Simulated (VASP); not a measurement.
# BiBrO (P4/nmm) in VASP: further runs, part 2 of 3

VASP 6.6.1.

### 3 Single point, LDA

This run uses another cell than the first one, of 18.78 Å³/atom.

Input file INCAR:

```
PREC = Accurate
ENCUT = 520
EDIFF = 1E-6
ISMEAR = 0
SIGMA = 0.05
LREAL = F
LASPH = T
NELM = 80
ALGO = Normal
ISIF = 2
LWAVE = F
LCHARG = F
NBANDS = 37
```

Input file KPOINTS:

```
Automatic mesh
0
Gamma
  8 8 4
```

Input file POSCAR:

```
BiBrO
1.0
    3.6885000000      0.0000000000      0.0000000000
    0.0000000000      3.6885000000      0.0000000000
    0.0000000000      0.0000000000      8.2811000000
Bi Br O
2 2 2
Direct
    0.0000000000      0.5000000000      0.1575579020
    0.5000000000      0.0000000000      0.8424420980
    0.0000000000      0.5000000000      0.6517216503
    0.5000000000      0.0000000000      0.3482783497
    0.0000000000      0.0000000000      0.0000000000
    0.5000000000      0.5000000000      0.0000000000
```

Potentials or basis: VASP PAW LDA potentials, release 64 (Bi_d, Br, O).

Command:

```bash
$ cat potpaw_LDA.64/Bi_d/POTCAR potpaw_LDA.64/Br/POTCAR potpaw_LDA.64/O/POTCAR > POTCAR
$ mpirun -np 1 vasp_std > vasp.out
```

OUTCAR:

```text
PREC = Accurate
   ENCUT = 520
   EDIFF = 1E-6
   ISMEAR = 0
   LREAL = F
   LASPH = T
   NELM = 80
   ISIF = 2

 ion  position               nearest neighbor table
   1  0.000  0.500  0.158-   5 2.26   6 2.26   5 2.26   6 2.26   4 3.05   4 3.05   4 3.05   4 3.05
                             2 3.69   2 3.69   2 3.69   2 3.69
   2  0.500  0.000  0.842-   5 2.26   6 2.26   6 2.26   5 2.26   3 3.05   3 3.05   3 3.05   3 3.05
                             1 3.69   1 3.69   1 3.69   1 3.69
   3  0.000  0.500  0.652-   2 3.05   2 3.05   2 3.05   2 3.05
   4  0.500  0.000  0.348-   1 3.05   1 3.05   1 3.05   1 3.05
   5  0.000  0.000  0.000-   1 2.26   2 2.26   1 2.26   2 2.26
   6  0.500  0.500  0.000-   1 2.26   2 2.26   2 2.26   1 2.26

  LATTYP: Found a simple tetragonal cell.
 ALAT       =     3.6885000000
 C/A-ratio  =     2.2451131896

  Lattice vectors:

 A1 = (   3.6885000000,   0.0000000000,   0.0000000000)
 A2 = (   0.0000000000,   3.6885000000,   0.0000000000)
 A3 = (   0.0000000000,   0.0000000000,   8.2811000000)

Analysis of symmetry for initial positions (statically):
=====================================================================
 Subroutine PRICEL returns:
 Original cell was already a primitive cell.

 Routine SETGRP: Setting up the symmetry group for a
 simple tetragonal supercell.

 Subroutine GETGRP returns: Found 16 space group operations
 (whereof  8 operations were pure point group operations)
 out of a pool of 16 trial point group operations.

The static configuration has the point symmetry D_2d.
 The point group associated with its full space group is D_4h.

Analysis of symmetry for dynamics (positions and initial velocities):
=====================================================================
 Subroutine PRICEL returns:
 Original cell was already a primitive cell.

 Routine SETGRP: Setting up the symmetry group for a
 simple tetragonal supercell.

 Subroutine GETGRP returns: Found 16 space group operations
 (whereof  8 operations were pure point group operations)
 out of a pool of 16 trial point group operations.

The dynamic configuration has the point symmetry D_2d.
 The point group associated with its full space group is D_4h.

 Subroutine INISYM returns: Found 16 space group operations
 (whereof  8 operations are pure point group operations),
 and found     1 'primitive' translations

----------------------------------------------------------------------------------------

                                     Primitive cell

  volume of cell :     112.6646

  direct lattice vectors                    reciprocal lattice vectors
     3.688500000  0.000000000  0.000000000     0.271112919  0.000000000  0.000000000
     0.000000000  3.688500000  0.000000000     0.000000000  0.271112919  0.000000000
     0.000000000  0.000000000  8.281100000     0.000000000  0.000000000  0.120756904

  length of vectors
     3.688500000  3.688500000  8.281100000     0.271112919  0.271112919  0.120756904

  position of ions in fractional coordinates (direct lattice)
     0.000000000  0.500000000  0.157557902
     0.500000000  0.000000000  0.842442098
     0.000000000  0.500000000  0.651721650
     0.500000000  0.000000000  0.348278350
     0.000000000  0.000000000  0.000000000
[... 33 lines left out ...]
 ===========================================

 Found     45 irreducible k-points:

 Following reciprocal coordinates:
            Coordinates               Weight
  0.000000  0.000000  0.000000      1.000000
  0.125000  0.000000  0.000000      4.000000
  0.250000  0.000000  0.000000      4.000000
  0.375000  0.000000  0.000000      4.000000
  0.500000  0.000000  0.000000      2.000000
  0.125000  0.125000  0.000000      4.000000
[... 16 lines left out ...]
  0.375000  0.125000  0.250000     16.000000
  0.500000  0.125000  0.250000      8.000000
 [... further k-points ...]
   k-points           NKPTS =     45   k-points in BZ     NKDIM =     45   number of bands    NBANDS=     37
   number of dos      NEDOS =    301   number of ions     NIONS =      6
   total plane-waves  NPLWV =  50176
   dimension x,y,z NGX =    28 NGY =   28 NGZ =   64
   dimension x,y,z NGXF=    56 NGYF=   56 NGZF=  128
   ions per type =               2   2   2
   NGX,Y,Z   is equivalent  to a cutoff of  12.62, 12.62, 12.85 a.u.
   NGXF,Y,Z  is equivalent  to a cutoff of  25.24, 25.24, 25.70 a.u.
 SYSTEM =  unknown system
   PREC   = accura    normal or accurate (medium, high low for compatibility)
   ISTART =      0    job   : 0-new  1-cont  2-samecut
   ICHARG =      2    charge: 1-file 2-atom 10-const
   ISPIN  =      1    spin polarized calculation?
   LNONCOLLINEAR =      F non collinear calculations
   LSORBIT =      F    spin-orbit coupling
   LASPH  =      T    aspherical Exc in radial PAW
   ENCUT  =  520.0 eV  38.22 Ry    6.18 a.u.   6.86  6.86 15.40*2*pi/ulx,y,z
   NELM   =     80;   NELMIN=  2; NELMDL= -5     # of ELM steps
   EDIFF  = 0.1E-05   stopping-criterion for ELM
   LREAL  =      F    real-space projection
   EDIFFG = 0.1E-04   stopping-criterion for IOM
   NSW    =      0    number of steps for IOM
   IBRION =     -1    ionic relax: 0-MD 1-quasi-New 2-CG
   NFREE  =      0    steps in history (QN), initial steepest desc. (CG)
   ISIF   =      2    stress and relaxation
   ISYM   =      2    0-nonsym 1-usesym 2-fastsym
   POTIM  = 0.5000    time-step for ionic-motion
   TEBEG  =    0.0;   TEEND  =   0.0 temperature during run
   PSTRESS=    0.0 pullay stress
   NELECT =      56.0000    total number of electrons
   NUPDOWN=      -1.0000    fix difference up-down
   EMIN   =  10.00;   EMAX   =-10.00  energy-range for DOS
   EFERMI =   0.00;   METHOD = LEGACY
   ISMEAR =     0;   SIGMA  =   0.05  broadening in eV -4-tet -1-fermi 0-gaus
   EFERMI_NEDOS =   21; number of points for ismear=-14 and -15
   IALGO  =     38    algorithm
   IMIX   =      4    mixing-type and parameters
     AMIX     =   0.40;   BMIX     =  1.00
     AMIX_MAG =   1.60;   BMIX_MAG =  1.00
  volume/ion in A,a.u.               =      18.78       126.72
  Fermi-wavevector in a.u.,A,eV,Ry     =   1.296806  2.450608 22.880992  1.681705
  Thomas-Fermi vector in A             =   2.428239
   LORBIT       =      0    0 simple, 1 ext, 2 COOP (PROOUT), +10 PAW based schemes
   GGA     = CA    functional components
   LHFCALC =     F    Hartree Fock is set to
   AEXX    =    0.0000 exact exchange contribution
   IVDW    =     0    specifies the selected vdW correction
   LEPSILON=     F    determine dielectric tensor
   LRPA    =     F    only Hartree local field effects (RPA)
 non-spin polarized calculation
 Gauss-broadening in eV      SIGMA  =   0.05
  energy-cutoff  :      520.00
  volume of cell :      112.66
 maximum number of plane-waves:      3072
 NGX is ok and might be reduce to    28
   NGX = 13   NGY = 13   NGZ = 31

 number of electron      55.9999995 magnetization

 Free energy of the ion-electron system (eV)
  ---------------------------------------------------
  ext. energy  EPLUGINS =         0.00000000
  ---------------------------------------------------
  free energy    TOTEN  =       -31.58342922 eV

  energy without entropy =      -31.58342922  energy(sigma->0) =      -31.58342922

 E-fermi :   5.7900     XC(G=0): -10.8880

 val. band max:        5.5710250854   @ k =   0.3750   0.0000   0.5000
 cond. band min:       7.9794393953   @ k =   0.0000   0.0000   0.5000
 fundamental gap:      2.4084143099
 Fermi energy:         5.7899563493

 k-point     1 :       0.0000    0.0000    0.0000
  band No.  band energies     occupation
      1     -16.8692      2.00000
      2     -16.6219      2.00000
      3     -16.5600      2.00000
      4     -16.5600      2.00000
      5     -16.5318      2.00000
      6     -16.4920      2.00000
[... 949 lines left out ...]
     36      14.0691      0.00000
     37      14.6382      0.00000

 [... further k-points ...]
[... 5 lines left out ...]
  --------------------------------------------------------------------------------------
  -------------------------------------------------------------------------------------
  Total        7.6742286      7.6742286      1.7870424      0.0000000      0.0000000      0.0000000
  in kB      109.1334065    109.1334065     25.4131109      0.0000000      0.0000000      0.0000000
  external PRESSURE =      81.2266413 kB  Pullay stress =       0.0000000 kB

 VOLUME and BASIS-vectors are now :
 -----------------------------------------------------------------------------
  energy-cutoff  :      520.00
  volume of cell :      112.66
      direct lattice vectors                 reciprocal lattice vectors
     3.688500000  0.000000000  0.000000000     0.271112919  0.000000000  0.000000000
     0.000000000  3.688500000  0.000000000     0.000000000  0.271112919  0.000000000
     0.000000000  0.000000000  8.281100000     0.000000000  0.000000000  0.120756904

 POSITION                                       TOTAL-FORCE (eV/Angst)
 -----------------------------------------------------------------------------------
      0.00000      1.84425      1.30475        -0.000000      0.000000      0.045844
      1.84425      0.00000      6.97635        -0.000000      0.000000     -0.045844
      0.00000      1.84425      5.39697        -0.000000      0.000000     -0.181663
      1.84425      0.00000      2.88413         0.000000     -0.000000      0.181663
      0.00000      0.00000      0.00000        -0.000000      0.000000      0.000000
      1.84425      1.84425      0.00000         0.000000      0.000000      0.000000
 -----------------------------------------------------------------------------------
    total drift:                                0.000000      0.000000      0.000000

  FREE ENERGIE OF THE ION-ELECTRON SYSTEM (eV)
  ---------------------------------------------------
  free  energy   TOTEN  =       -31.5834292234 eV

  energy  without entropy=      -31.5834292234  energy(sigma->0) =      -31.58342922
```

OSZICAR:

```text
N       E                     dE             d eps       ncg     rms          rms(c)
DAV:   1     0.645972319137E+03    0.64597E+03   -0.27485E+04  3335   0.173E+03
DAV:   2     0.596034948178E+02   -0.58637E+03   -0.56516E+03  3447   0.473E+02
DAV:   3    -0.311241840755E+02   -0.90728E+02   -0.87417E+02  3985   0.186E+02
DAV:   4    -0.356224765725E+02   -0.44983E+01   -0.44605E+01  3909   0.424E+01
DAV:   5    -0.357655328111E+02   -0.14306E+00   -0.14301E+00  4433   0.809E+00    0.127E+01
DAV:   6    -0.316494562685E+02    0.41161E+01   -0.13887E+01  5027   0.405E+01    0.477E+00
DAV:   7    -0.316274633324E+02    0.21993E-01   -0.32971E+00  3650   0.948E+00    0.350E+00
DAV:   8    -0.316015506059E+02    0.25913E-01   -0.50424E-01  3987   0.377E+00    0.150E+00
DAV:   9    -0.315842017301E+02    0.17349E-01   -0.38170E-02  5201   0.186E+00    0.411E-01
DAV:  10    -0.315833650188E+02    0.83671E-03   -0.10220E-02  4196   0.788E-01    0.722E-02
DAV:  11    -0.315834298393E+02   -0.64821E-04   -0.98116E-04  4176   0.179E-01    0.379E-02
DAV:  12    -0.315834305411E+02   -0.70175E-06   -0.95984E-05  4749   0.588E-02    0.104E-02
DAV:  13    -0.315834292208E+02    0.13203E-05   -0.10658E-05  4688   0.309E-02    0.359E-03
DAV:  14    -0.315834292234E+02   -0.26785E-08   -0.12798E-06  2193   0.687E-03
   1 F= -.31583429E+02 E0= -.31583429E+02  d E =-.207857E-11
```

Wall time 84 s (1 thread of AMD EPYC 9R45 (Zen 5), shared host); peak memory 0.25 GiB.

What came out:

```
Free energy            : -31.5834 eV
Pressure               : 8.1 GPa
Largest force          : 0.182 eV/Å
Band gap on the k mesh : 2.41 eV (least direct gap 2.84 eV)
```

Forces in eV/Å, atoms in the order of the input:
```
Bi   0.000  0.000  0.046
Bi   0.000  0.000 -0.046
Br   0.000  0.000 -0.182
Br   0.000  0.000  0.182
O    0.000  0.000  0.000
O    0.000  0.000  0.000
```

Caveat: the stress differs along the axes, from 3 to 11 GPa; spin-orbit coupling is left out, which moves the levels of the heavy elements. A k mesh can miss the band edges.

### 4 Single point, LDA

This run uses another cell than the first one, of 18.84 Å³/atom.

INCAR is that of step 3.

Input file KPOINTS:

```
regular mesh
0
Gamma
  8 8 4
```

Edit POSCAR of step 3 so:

```diff
@@ -2,5 +2,5 @@
 1.0
-    3.6885000000      0.0000000000      0.0000000000
-    0.0000000000      3.6885000000      0.0000000000
-    0.0000000000      0.0000000000      8.2811000000
+    3.8179000000      0.0000000000      0.0000000000
+    0.0000000000      3.8179000000      0.0000000000
+    0.0000000000      0.0000000000      7.7553000000
 Bi Br O
```

Potentials or basis: VASP PAW LDA potentials, release 64 (Bi_d, Br, O).

Command:

```bash
$ cat potpaw_LDA.64/Bi_d/POTCAR potpaw_LDA.64/Br/POTCAR potpaw_LDA.64/O/POTCAR > POTCAR
$ mpirun -np 1 vasp_std > vasp.out
```

OUTCAR:

```text
PREC = Accurate
   ENCUT = 520
   EDIFF = 1E-6
   ISMEAR = 0
   LREAL = F
   LASPH = T
   NELM = 80
   ISIF = 2

 ion  position               nearest neighbor table
   1  0.000  0.500  0.158-   5 2.27   6 2.27   5 2.27   6 2.27   4 3.08   4 3.08   4 3.08   4 3.08
                             2 3.64   2 3.64   2 3.64   2 3.64
   2  0.500  0.000  0.842-   5 2.27   6 2.27   6 2.27   5 2.27   3 3.08   3 3.08   3 3.08   3 3.08
                             1 3.64   1 3.64   1 3.64   1 3.64
   3  0.000  0.500  0.652-   2 3.08   2 3.08   2 3.08   2 3.08
   4  0.500  0.000  0.348-   1 3.08   1 3.08   1 3.08   1 3.08
   5  0.000  0.000  0.000-   1 2.27   2 2.27   1 2.27   2 2.27
   6  0.500  0.500  0.000-   1 2.27   2 2.27   2 2.27   1 2.27

  LATTYP: Found a simple tetragonal cell.
 ALAT       =     3.8179000000
 C/A-ratio  =     2.0312999293

  Lattice vectors:

 A1 = (   3.8179000000,   0.0000000000,   0.0000000000)
 A2 = (   0.0000000000,   3.8179000000,   0.0000000000)
 A3 = (   0.0000000000,   0.0000000000,   7.7553000000)

Analysis of symmetry for initial positions (statically):
=====================================================================
 Subroutine PRICEL returns:
 Original cell was already a primitive cell.

 Routine SETGRP: Setting up the symmetry group for a
 simple tetragonal supercell.

 Subroutine GETGRP returns: Found 16 space group operations
 (whereof  8 operations were pure point group operations)
 out of a pool of 16 trial point group operations.

The static configuration has the point symmetry D_2d.
 The point group associated with its full space group is D_4h.

Analysis of symmetry for dynamics (positions and initial velocities):
=====================================================================
 Subroutine PRICEL returns:
 Original cell was already a primitive cell.

 Routine SETGRP: Setting up the symmetry group for a
[... 129 lines left out ...]
   EFERMI =   0.00;   METHOD = LEGACY
   ISMEAR =     0;   SIGMA  =   0.05  broadening in eV -4-tet -1-fermi 0-gaus
   EFERMI_NEDOS =   21; number of points for ismear=-14 and -15
   IALGO  =     38    algorithm
   IMIX   =      4    mixing-type and parameters
     AMIX     =   0.40;   BMIX     =  1.00
     AMIX_MAG =   1.60;   BMIX_MAG =  1.00
  volume/ion in A,a.u.               =      18.84       127.14
  Fermi-wavevector in a.u.,A,eV,Ry     =   1.295353  2.447863 22.829766  1.677940
  Thomas-Fermi vector in A             =   2.426878
   LORBIT       =      0    0 simple, 1 ext, 2 COOP (PROOUT), +10 PAW based schemes
   GGA     = CA    functional components
   LHFCALC =     F    Hartree Fock is set to
   AEXX    =    0.0000 exact exchange contribution
   IVDW    =     0    specifies the selected vdW correction
   LEPSILON=     F    determine dielectric tensor
   LRPA    =     F    only Hartree local field effects (RPA)
 non-spin polarized calculation
 Gauss-broadening in eV      SIGMA  =   0.05
  energy-cutoff  :      520.00
  volume of cell :      113.04
 maximum number of plane-waves:      3088
   NGX = 15   NGY = 15   NGZ = 29

 number of electron      55.9999992 magnetization

 Free energy of the ion-electron system (eV)
  ---------------------------------------------------
  ext. energy  EPLUGINS =         0.00000000
  ---------------------------------------------------
  free energy    TOTEN  =       -31.82251470 eV

  energy without entropy =      -31.82251470  energy(sigma->0) =      -31.82251470

 E-fermi :   5.6935     XC(G=0): -10.8937

 val. band max:        5.3782957974   @ k =   0.3750   0.0000   0.5000
 cond. band min:       7.3882886130   @ k =   0.0000   0.0000   0.5000
 fundamental gap:      2.0099928156
 Fermi energy:         5.6935202018

 k-point     1 :       0.0000    0.0000    0.0000
  band No.  band energies     occupation
      1     -16.9603      2.00000
      2     -16.6831      2.00000
      3     -16.6831      2.00000
      4     -16.6723      2.00000
      5     -16.6564      2.00000
      6     -16.6088      2.00000
[... 949 lines left out ...]
     36      14.2764      0.00000
     37      14.5668      0.00000

 [... further k-points ...]
[... 5 lines left out ...]
  --------------------------------------------------------------------------------------
  -------------------------------------------------------------------------------------
  Total        4.5337634      4.5337634      3.5414614      0.0000000      0.0000000      0.0000000
  in kB       64.2571902     64.2571902     50.1932595      0.0000000      0.0000000      0.0000000
  external PRESSURE =      59.5692133 kB  Pullay stress =       0.0000000 kB

 VOLUME and BASIS-vectors are now :
 -----------------------------------------------------------------------------
  energy-cutoff  :      520.00
  volume of cell :      113.04
      direct lattice vectors                 reciprocal lattice vectors
     3.817900000  0.000000000  0.000000000     0.261924094  0.000000000  0.000000000
     0.000000000  3.817900000  0.000000000     0.000000000  0.261924094  0.000000000
     0.000000000  0.000000000  7.755300000     0.000000000  0.000000000  0.128944077

 POSITION                                       TOTAL-FORCE (eV/Angst)
 -----------------------------------------------------------------------------------
      0.00000      1.90895      1.22191         0.000000      0.000000      0.730940
      1.90895      0.00000      6.53339         0.000000      0.000000     -0.730940
      0.00000      1.90895      5.05430         0.000000     -0.000000     -0.217758
      1.90895      0.00000      2.70100         0.000000      0.000000      0.217758
      0.00000      0.00000      0.00000         0.000000      0.000000     -0.000000
      1.90895      1.90895      0.00000        -0.000000     -0.000000     -0.000000
 -----------------------------------------------------------------------------------
    total drift:                                0.000000      0.000000     -0.000000

  FREE ENERGIE OF THE ION-ELECTRON SYSTEM (eV)
  ---------------------------------------------------
  free  energy   TOTEN  =       -31.8225146955 eV

  energy  without entropy=      -31.8225146955  energy(sigma->0) =      -31.82251470
```

stdout:

```text
POSCAR found type information on POSCAR BiBrO
 POSCAR found :  3 types and       6 ions
 scaLAPACK will be used
 LDA part: xc-table for (Slater(with rela. corr.)+CA(PZ))
 , standard interpolation
 POSCAR, INCAR and KPOINTS ok, starting setup
 FFT: planning ... GRIDC
 FFT: planning ... GRID_SOFT
 FFT: planning ... GRID
 WAVECAR not read
 entering main loop
```

It took 83 s on 1 thread of AMD EPYC 9R45 (Zen 5), shared host; peak memory 0.25 GiB.

Results:

| Item | Value |
| --- | --- |
| Free energy | -31.8225 eV |
| Pressure | 6.0 GPa |
| Largest force | 0.731 eV/Å |
| Band gap on the k mesh | 2.01 eV (least direct gap 2.27 eV) |

Forces on the atoms (eV/Å):
```
Bi   0.000  0.000  0.731
Bi   0.000  0.000 -0.731
Br   0.000  0.000 -0.218
Br   0.000  0.000  0.218
O    0.000  0.000  0.000
O    0.000  0.000  0.000
```

Stress tensor (GPa, compression positive):
```
6.43 0.00 0.00
0.00 6.43 0.00
0.00 0.00 5.02
```

Caveat: the cell stands under pressure; spin-orbit coupling is left out, which moves the levels of the heavy elements. A hybrid or GW would open this gap; LDA tends to underestimate it.

[end of part 2 of 3]
